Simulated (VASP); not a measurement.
# Ta (Im-3m) in VASP: notebook

Runs on Ta. Level: PBE. Tasks: relaxation of cell and atoms.

All numbers are computed with VASP 6.6.1; they aren't measurements. Logs are shortened: lines on timing, memory, paths and dates and some standing lists are left out, and cuts for length are marked.

**1. The cell of the first run**

The structure is cubic, space group Im-3m (No. 229). The conventional cell has a = 3.303 Å, b = 3.303 Å, c = 3.303 Å, α = 90.00°, β = 90.00°, γ = 90.00°. Ta (site symmetry m-3m) has 14 Ta at 2.86 to 3.30 Å within 3.8 Å.

**2. Relaxation of cell and atoms, PBE**

File INCAR:

```
SYSTEM = Ta
  ALGO = Normal
  EDIFF = 1E-6
  EDIFFG = -0.05
  ENCUT = 600
  GGA = PE
  IBRION = 2
  ISIF = 3
  ISMEAR = 1
  LASPH = .TRUE.
  LCHARG = .FALSE.
  LREAL = .FALSE.
  LWAVE = .FALSE.
  NELM = 60
  NSW = 80
  PREC = Accurate
  SIGMA = 0.1
```

File KPOINTS:

```
k-points
0
G
  15 15 15
  0 0 0
```

File POSCAR:

```
Ta
1.0
   -1.6512800000      1.6512800000      1.6512800000
    1.6512800000     -1.6512800000      1.6512800000
    1.6512800000      1.6512800000     -1.6512800000
Ta
1
Direct
    0.0000000000      0.0000000000      0.0000000000
```

Potentials or basis: VASP PAW PBE potentials, release 64 (Ta_pv).

Run with:

```
$ cat potpaw_PBE.64/Ta_pv/POTCAR > POTCAR
$ mpirun -np 1 vasp_std > vasp.out
```

OUTCAR:

```text
SYSTEM = Ta
   EDIFF = 1E-6
   EDIFFG = -0.05
   ENCUT = 600
   GGA = PE
   IBRION = 2
   ISIF = 3
   ISMEAR = 1
   LASPH = .TRUE.
   LREAL = .FALSE.
   NELM = 60
   NSW = 80
   PREC = Accurate

 ion  position               nearest neighbor table
   1  0.000  0.000  0.000-

  LATTYP: Found a body centered cubic cell.
 ALAT       =     3.3025600000

  Lattice vectors:

 A1 = (  -1.6512800000,   1.6512800000,   1.6512800000)
 A2 = (   1.6512800000,  -1.6512800000,   1.6512800000)
 A3 = (   1.6512800000,   1.6512800000,  -1.6512800000)

Analysis of symmetry for initial positions (statically):
=====================================================================
 Subroutine PRICEL returns:
 Original cell was already a primitive cell.

 Routine SETGRP: Setting up the symmetry group for a
 body centered cubic supercell.

 Subroutine GETGRP returns: Found 48 space group operations
 (whereof 48 operations were pure point group operations)
 out of a pool of 48 trial point group operations.

The static configuration has the point symmetry O_h .

Analysis of symmetry for dynamics (positions and initial velocities):
=====================================================================
 Subroutine PRICEL returns:
 Original cell was already a primitive cell.

 Routine SETGRP: Setting up the symmetry group for a
 body centered cubic supercell.

 Subroutine GETGRP returns: Found 48 space group operations
 (whereof 48 operations were pure point group operations)
 out of a pool of 48 trial point group operations.

The dynamic configuration has the point symmetry O_h .

 Subroutine INISYM returns: Found 48 space group operations
 (whereof 48 operations are pure point group operations),
 and found     1 'primitive' translations

----------------------------------------------------------------------------------------

                                     Primitive cell

  volume of cell :      18.0104

  direct lattice vectors                    reciprocal lattice vectors
    -1.651280000  1.651280000  1.651280000     0.000000000  0.302795407  0.302795407
     1.651280000 -1.651280000  1.651280000     0.302795407  0.000000000  0.302795407
     1.651280000  1.651280000 -1.651280000     0.302795407  0.302795407  0.000000000

  length of vectors
[... 93 lines left out ...]
   EMIN   =  10.00;   EMAX   =-10.00  energy-range for DOS
   EFERMI =   0.00;   METHOD = LEGACY
   ISMEAR =     1;   SIGMA  =   0.10  broadening in eV -4-tet -1-fermi 0-gaus
   EFERMI_NEDOS =   21; number of points for ismear=-14 and -15
   IALGO  =     38    algorithm
   IMIX   =      4    mixing-type and parameters
     AMIX     =   0.40;   BMIX     =  1.00
     AMIX_MAG =   1.60;   BMIX_MAG =  1.00
  volume/ion in A,a.u.               =      18.01       121.54
  Fermi-wavevector in a.u.,A,eV,Ry     =   1.388988  2.624806 26.249534  1.929286
  Thomas-Fermi vector in A             =   2.513061
   LORBIT       =      0    0 simple, 1 ext, 2 COOP (PROOUT), +10 PAW based schemes
   GGA     = PE    functional components
   LHFCALC =     F    Hartree Fock is set to
   AEXX    =    0.0000 exact exchange contribution
   IVDW    =     0    specifies the selected vdW correction
   LEPSILON=     F    determine dielectric tensor
   LRPA    =     F    only Hartree local field effects (RPA)
 conjugate gradient relaxation of ions
 non-spin polarized calculation
 Methfessel and Paxton  Order N= 1 SIGMA  =   0.10
  energy-cutoff  :      600.00
  volume of cell :       18.01
 maximum number of plane-waves:       618
   NGX = 11   NGY = 11   NGZ = 11

--------------------------------------- Ionic step        1  -------------------------------------------

 number of electron      11.0000002 magnetization

 Free energy of the ion-electron system (eV)
  ---------------------------------------------------
  ext. energy  EPLUGINS =         0.00000000
  ---------------------------------------------------
  free energy    TOTEN  =       -11.80924621 eV

  energy without entropy =      -11.80908271  energy(sigma->0) =      -11.80919171

------------------------ aborting loop because EDIFF is reached ----------------------------------------

  FORCE on cell =-STRESS in cart. coord.  units (eV):
  Direction    XX          YY          ZZ          XY          YZ          ZX
  --------------------------------------------------------------------------------------
  -------------------------------------------------------------------------------------
  Total        0.3166072      0.3166072      0.3166072      0.0000000     -0.0000000     -0.0000000
  in kB       28.1649692     28.1649692     28.1649692      0.0000000     -0.0000000     -0.0000000
  external PRESSURE =      28.1649692 kB  Pullay stress =       0.0000000 kB
[... 57 lines left out ...]
--------------------------------------- Ionic step        3  -------------------------------------------

 number of electron      11.0000001 magnetization

 Free energy of the ion-electron system (eV)
  ---------------------------------------------------
  ext. energy  EPLUGINS =         0.00000000
  ---------------------------------------------------
  free energy    TOTEN  =       -11.81145804 eV

  energy without entropy =      -11.81098766  energy(sigma->0) =      -11.81130124

 E-fermi :   5.3667     XC(G=0): -12.5449

 val. band max:        5.3599641171   @ k =  -0.2000   0.2000   0.0667
 cond. band min:       5.3811718233   @ k =   0.3333   0.1333   0.0000
 fundamental gap:      0.0212077062
 Fermi energy:         5.3666707246

 k-point     1 :       0.0000    0.0000    0.0000
  band No.  band energies     occupation
      1     -27.7535      2.00000
      2     -27.7535      2.00000
      3     -27.7535      2.00000
      4      -2.4899      2.00000
      5       6.1074     -0.00000
      6       6.1074     -0.00000
      7       6.1074     -0.00000
      8       9.3302      0.00000
      9       9.3302      0.00000
[... 265 lines left out ...]
 k-point    24 :       0.4000    0.2000    0.0000
  band No.  band energies     occupation
      1     -28.7388      2.00000
      2     -28.2761      2.00000
      3     -27.8680      2.00000
      4       2.1916      2.00000
      5       4.0150      2.00000
      6       5.3975      0.50411
      7       9.0695      0.00000
      8      10.4297      0.00000
      9      14.7307      0.00000

 [... further k-points ...]

------------------------ aborting loop because EDIFF is reached ----------------------------------------

  FORCE on cell =-STRESS in cart. coord.  units (eV):
  Direction    XX          YY          ZZ          XY          YZ          ZX
  --------------------------------------------------------------------------------------
  -------------------------------------------------------------------------------------
  Total       -0.0022920     -0.0022920     -0.0022920     -0.0000000     -0.0000000      0.0000000
  in kB       -0.2010009     -0.2010009     -0.2010009     -0.0000000     -0.0000000      0.0000000
  external PRESSURE =      -0.2010009 kB  Pullay stress =       0.0000000 kB
[... 16 lines left out ...]
  FREE ENERGIE OF THE ION-ELECTRON SYSTEM (eV)
  ---------------------------------------------------
  free  energy   TOTEN  =       -11.8114580374 eV

  energy  without entropy=      -11.8109876579  energy(sigma->0) =      -11.81130124

 reached required accuracy - stopping structural energy minimisation
```

OSZICAR:

```text
N       E                     dE             d eps       ncg     rms          rms(c)
DAV:   1     0.502418175408E+02    0.50242E+02   -0.70367E+03  2160   0.130E+03
DAV:   2    -0.116091766104E+02   -0.61851E+02   -0.61034E+02  2797   0.261E+02
[... 19 lines left out ...]
DAV:   1    -0.118728670334E+02   -0.72045E-01   -0.20189E+00  2192   0.204E+01    0.220E+00
DAV:   2    -0.118221872304E+02    0.50680E-01   -0.70072E-02  2198   0.339E+00    0.743E-01
DAV:   3    -0.118112282991E+02    0.10959E-01   -0.36448E-02  2246   0.233E+00    0.296E-01
DAV:   4    -0.118114649994E+02   -0.23670E-03   -0.49236E-04  2460   0.256E-01    0.340E-02
DAV:   5    -0.118114581683E+02    0.68311E-05   -0.56448E-05  2263   0.910E-02    0.179E-02
DAV:   6    -0.118114580374E+02    0.13098E-06   -0.86292E-07  1612   0.128E-02
   3 F= -.11811458E+02 E0= -.11811301E+02  d E =-.221182E-02
```

CONTCAR:

```text
Ta
   1.00000000000000
    -1.6591563361712718    1.6591563361712718    1.6591563361712718
     1.6591563361712718   -1.6591563361712718    1.6591563361712718
     1.6591563361712718    1.6591563361712718   -1.6591563361712718
  Ta
     1
Direct
     0.0000000000000000    0.0000000000000000    0.0000000000000000

  0.00000000E+00  0.00000000E+00  0.00000000E+00
```

Run time: 23 s. Hardware: 1 thread of AMD EPYC 9R45 (Zen 5), shared host; peak memory 0.13 GiB.

Results:

| Property | Result |
| --- | --- |
| Free energy | -11.8115 eV |
| Relaxed volume | 18.27 Å³/atom |
| Relaxed cell | a = 2.874 Å, b = 2.874 Å, c = 2.874 Å, α = 109.47°, β = 109.47°, γ = 109.47° |
| Space group after relaxing (to 0.05 Å) | Im-3m (No. 229) |
| Energy gained by relaxing | 2.2 meV/atom |
| Ionic steps | 3 |
| Pressure after relaxing | 0.0 GPa |

The path:
```csv
step,energy change (eV),largest force (eV/Å),pressure (GPa),volume (Å³)
1,0.0000,0.0000,2.82,18.01
2,0.0084,0.0000,-5.71,18.85
3,-0.0022,0.0000,-0.02,18.27
```

Final structure:
```
CELL_PARAMETERS angstrom
-1.65916 1.65916 1.65916
1.65916 -1.65916 1.65916
1.65916 1.65916 -1.65916
ATOMIC_POSITIONS crystal
Ta 0.00000 0.00000 0.00000
```

Levels at points of the mesh, in eV from the Fermi level:
| k point | band 3 | band 4 | band 5 | band 6 | band 7 | band 8 |
| --- | --- | --- | --- | --- | --- | --- |
| (0.00, 0.00, 0.00) | -33.12 | -7.86 | 0.74 | 0.74 | 0.74 | 3.96 |

Caveat: spin-orbit coupling is left out, which moves the levels of the heavy elements. Zero-point motion and thermal expansion aren't in these numbers.

**3. Relaxation of cell and atoms, PBE, target pressure 5 GPa, at which the enthalpy is minimised**

File INCAR:

```
SYSTEM = Ta
PREC = Accurate ; ENCUT = 600
EDIFF = 1E-6 ; ISMEAR = 1
SIGMA = 0.1 ; LREAL = .False.
LASPH = .True. ; NELM = 80
ALGO = Normal ; ISIF = 3
LWAVE = .False. ; LCHARG = .False.
GGA = PE ; IBRION = 2
NSW = 80 ; EDIFFG = -0.05
PSTRESS = 50.0
```

File KPOINTS:

```
Automatic mesh
0
Gamma
  15 15 15
  0 0 0
```

POSCAR is that of step 2.

Potentials or basis: VASP PAW PBE potentials, release 64 (Ta_pv).

Run with:

```
$ cat potpaw_PBE.64/Ta_pv/POTCAR > POTCAR
$ mpirun -np 1 vasp_std > vasp.out
```

It took 22 s on 1 thread of AMD EPYC 9R45 (Zen 5), shared host; peak memory 0.13 GiB.

Results (log left out):

```yaml
Free_energy: -11.8048 eV
Relaxed_volume: 17.83 Å³/atom
Relaxed_cell: a = 2.850 Å, b = 2.850 Å, c = 2.850 Å, α = 109.47°, β = 109.47°, γ = 109.47°
Space_group_after_relaxing_to_0.05_Å: Im-3m (No. 229)
Energy_change_on_relaxing_the_enthalpy_is_what_falls: +4.5 meV/atom
Ionic_steps: 3
Pressure_after_relaxing: 5.0 GPa
```

Step by step:
```
step  energy change (eV)  largest force (eV/Å)  pressure (GPa)  volume (Å³)
   1              0.0000                0.0000            2.82        18.01
   2              0.0264                0.0000           10.82        17.38
   3              0.0045                0.0000            4.99        17.83
```

Final structure:
```cif
data_structure
_symmetry_space_group_name_H-M 'P 1'
_symmetry_Int_Tables_number 1
_cell_length_a 2.8503
_cell_length_b 2.8503
_cell_length_c 2.8503
_cell_angle_alpha 109.471
_cell_angle_beta 109.471
_cell_angle_gamma 109.471
_cell_volume 17.83
loop_
_atom_site_label
_atom_site_type_symbol
_atom_site_fract_x
_atom_site_fract_y
_atom_site_fract_z
_atom_site_occupancy
Ta1 Ta 0.00000 0.00000 0.00000 1
```

Levels at points of the mesh, in eV from the Fermi level:
| k point | band 3 | band 4 | band 5 | band 6 | band 7 | band 8 |
| --- | --- | --- | --- | --- | --- | --- |
| (0.00, 0.00, 0.00) | -33.02 | -7.95 | 0.74 | 0.74 | 0.74 | 4.05 |

Caveat: the cell is relaxed towards a set pressure, so the enthalpy falls and the energy may rise; spin-orbit coupling is left out, which moves the levels of the heavy elements.

**4. Relaxation of cell and atoms, PBE, target pressure 10 GPa, at which the enthalpy is minimised**

File INCAR:

```
SYSTEM = Ta
PREC     = Accurate       ! precision mode
ENCUT    = 600            ! plane-wave cutoff, eV
EDIFF    = 1E-6           ! SCF threshold, eV
ISMEAR   = 1              ! smearing method
SIGMA    = 0.1            ! smearing width, eV
LREAL    = .False.        ! projectors in reciprocal space
LASPH    = .True.         ! aspherical terms in the spheres
NELM     = 80             ! most SCF steps
ALGO     = Normal         ! electronic algorithm
ISIF     = 3              ! what is computed and relaxed
LWAVE    = .False.        ! write WAVECAR
LCHARG   = .False.        ! write CHGCAR
GGA      = PE             ! functional
IBRION   = 2              ! ionic algorithm
NSW      = 80             ! ionic steps
EDIFFG   = -0.05          ! ionic threshold
PSTRESS  = 100.0
```

File KPOINTS:

```
regular mesh
0
Gamma
  15 15 15
  0 0 0
```

POSCAR is that of step 3.

Run with:

```
$ cat potpaw_PBE.64/Ta_pv/POTCAR > POTCAR
$ mpirun -np 1 vasp_std > vasp.out
```

Run time: 24 s. Hardware: 1 thread of AMD EPYC 9R45 (Zen 5), shared host; peak memory 0.13 GiB.

The run converged. Its results:

- Free energy: -11.7877 eV
- Relaxed volume: 17.45 Å³/atom
- Relaxed cell: a = 2.830 Å, b = 2.830 Å, c = 2.830 Å, α = 109.47°, β = 109.47°, γ = 109.47°
- Space group after relaxing (to 0.05 Å): Im-3m (No. 229)
- Energy change on relaxing (the enthalpy is what falls): +21.6 meV/atom
- Ionic steps: 3
- Pressure after relaxing: 9.8 GPa

Step by step:
```tsv
step	energy change (eV)	largest force (eV/Å)	pressure (GPa)	volume (Å³)
1	0.0000	0.0000	2.82	18.01
2	0.2138	0.0000	33.90	15.99
3	0.0216	0.0000	9.80	17.45
```

Final structure:
```cif
data_structure
_symmetry_space_group_name_H-M 'P 1'
_symmetry_Int_Tables_number 1
_cell_length_a 2.8303
_cell_length_b 2.8303
_cell_length_c 2.8303
_cell_angle_alpha 109.471
_cell_angle_beta 109.471
_cell_angle_gamma 109.471
_cell_volume 17.45
loop_
_atom_site_label
_atom_site_type_symbol
_atom_site_fract_x
_atom_site_fract_y
_atom_site_fract_z
_atom_site_occupancy
Ta1 Ta 0.00000 0.00000 0.00000 1
```

Levels at points of the mesh, in eV from the Fermi level:
```tsv
k point	band 3	band 4	band 5	band 6	band 7	band 8
(0.00, 0.00, 0.00)	-32.93	-8.02	0.75	0.75	0.75	4.14
```

Caveat: the cell is relaxed towards a set pressure, so the enthalpy falls and the energy may rise; spin-orbit coupling is left out, which moves the levels of the heavy elements.

**5. Relaxation of cell and atoms, PBE, target pressure 20 GPa, at which the enthalpy is minimised**

File INCAR:

```
SYSTEM = Ta
  ALGO = Normal
  EDIFF = 1E-6
  EDIFFG = -0.05
  ENCUT = 600
  GGA = PE
  IBRION = 2
  ISIF = 3
  ISMEAR = 1
  LASPH = .True.
  LCHARG = .False.
  LREAL = .False.
  LWAVE = .False.
  NELM = 100
  NSW = 80
  PREC = Accurate
  PSTRESS = 200.0
  SIGMA = 0.1
```

File KPOINTS:

```
k-points
0
Gamma
  15 15 15
  0 0 0
```

POSCAR is that of step 4.

Potentials or basis: VASP PAW PBE potentials, release 64 (Ta_pv).

Run with:

```
$ cat potpaw_PBE.64/Ta_pv/POTCAR > POTCAR
$ mpirun -np 1 vasp_std > vasp.out
```

OUTCAR:

```text
SYSTEM = Ta
   EDIFF = 1E-6
   EDIFFG = -0.05
   ENCUT = 600
   GGA = PE
   IBRION = 2
   ISIF = 3
   ISMEAR = 1
   LASPH = .True.
   LREAL = .False.
   NELM = 100
   NSW = 80
   PREC = Accurate
   PSTRESS = 200.0

 ion  position               nearest neighbor table
   1  0.000  0.000  0.000-

  LATTYP: Found a body centered cubic cell.
 ALAT       =     3.3025600000

  Lattice vectors:

 A1 = (  -1.6512800000,   1.6512800000,   1.6512800000)
 A2 = (   1.6512800000,  -1.6512800000,   1.6512800000)
 A3 = (   1.6512800000,   1.6512800000,  -1.6512800000)

Analysis of symmetry for initial positions (statically):
=====================================================================
[... 287 lines left out ...]
  ---------------------------------------------------
  free energy    TOTEN  =       -11.72632775 eV

  energy without entropy =      -11.72645511  energy(sigma->0) =      -11.72637021

 E-fermi :   6.0582     XC(G=0): -12.9840

 val. band max:        6.0399656007   @ k =  -0.2667   0.2667   0.1333
 cond. band min:       6.0586577228   @ k =  -0.4667   0.4667   0.1333
 fundamental gap:      0.0186921221
 Fermi energy:         6.0581985989

 k-point     1 :       0.0000    0.0000    0.0000
  band No.  band energies     occupation
      1     -26.7046      2.00000
      2     -26.7046      2.00000
      3     -26.7046      2.00000
      4      -2.1062      2.00000
      5       6.8075     -0.00000
      6       6.8075     -0.00000
      7       6.8075     -0.00000
      8      10.3374      0.00000
      9      10.3374      0.00000
[... 265 lines left out ...]
 k-point    24 :       0.4000    0.2000    0.0000
  band No.  band energies     occupation
      1     -28.0051      2.00000
      2     -27.3931      2.00000
      3     -26.8577      2.00000
      4       2.6118      2.00000
      5       4.5270      2.00000
      6       6.2522     -0.01933
      7      10.0940      0.00000
      8      11.6539      0.00000
      9      16.4470      0.00000

 [... further k-points ...]
[... 5 lines left out ...]
  --------------------------------------------------------------------------------------
  -------------------------------------------------------------------------------------
  Total        2.0583712      2.0583712      2.0583712     -0.0000000      0.0000000     -0.0000000
  in kB      196.5453613    196.5453613    196.5453613     -0.0000000      0.0000000     -0.0000000
  external PRESSURE =      -3.4546387 kB  Pullay stress =     200.0000000 kB
[... 20 lines left out ...]
  energy  without entropy=      -11.7264551124  energy(sigma->0) =      -11.72637021

  enthalpy is  TOTEN    =        -9.6317769760 eV   P V=        2.0945507770

 reached required accuracy - stopping structural energy minimisation
```

CONTCAR:

```text
Ta
   1.00000000000000
    -1.6127627953747512    1.6127627953747512    1.6127627953747512
     1.6127627953747512   -1.6127627953747512    1.6127627953747512
     1.6127627953747512    1.6127627953747512   -1.6127627953747512
  Ta
     1
Direct
     0.0000000000000000    0.0000000000000000    1.0000000000000000

  0.00000000E+00  0.00000000E+00  0.00000000E+00
```

It took 29 s on 1 thread of AMD EPYC 9R45 (Zen 5), shared host; peak memory 0.13 GiB.

Results:

- Free energy: -11.7263 eV
- Relaxed volume: 16.78 Å³/atom
- Relaxed cell: a = 2.793 Å, b = 2.793 Å, c = 2.793 Å, α = 109.47°, β = 109.47°, γ = 109.47°
- Space group after relaxing (to 0.05 Å): Im-3m (No. 229)
- Energy change on relaxing (the enthalpy is what falls): +82.9 meV/atom
- Ionic steps: 4
- Pressure after relaxing: 19.7 GPa

Step by step:
```tsv
step	energy change (eV)	largest force (eV/Å)	pressure (GPa)	volume (Å³)
1	0.0000	0.0000	2.82	18.01
2	1.2842	0.0000	109.84	13.43
3	0.0728	0.0000	18.31	16.86
4	0.0829	0.0000	19.65	16.78
```

Final structure:
```yaml
crystal:
  lattice:
    - [-1.61276, 1.61276, 1.61276]
    - [1.61276, -1.61276, 1.61276]
    - [1.61276, 1.61276, -1.61276]
  atoms:
    - { symbol: Ta, position: [0.00000, 0.00000, 0.00000] }
```

Caveat: the cell is relaxed towards a set pressure, so the enthalpy falls and the energy may rise; spin-orbit coupling is left out, which moves the levels of the heavy elements.

**6. The runs side by side**

```tsv
cell	gap on the mesh (eV)	pressure (GPa)
relaxed	none	0.0
relaxed to 5 GPa	none	5.0
relaxed to 10 GPa	none	9.8
relaxed to 20 GPa	none	19.7
```

Alike in all rows: task relaxation of cell and atoms; level PBE; potentials or basis VASP PAW PBE potentials, release 64 (Ta_pv); no spin polarisation; k mesh 15 × 15 × 15; cutoff (eV) 600; smearing methfessel-paxton 0.1 eV.

Caveats: spin-orbit coupling is left out, which moves the levels of the heavy elements; the cell is relaxed towards a set pressure, so the enthalpy falls and the energy may rise (some runs).

Absolute energies hang on the potentials; compare differences alone.
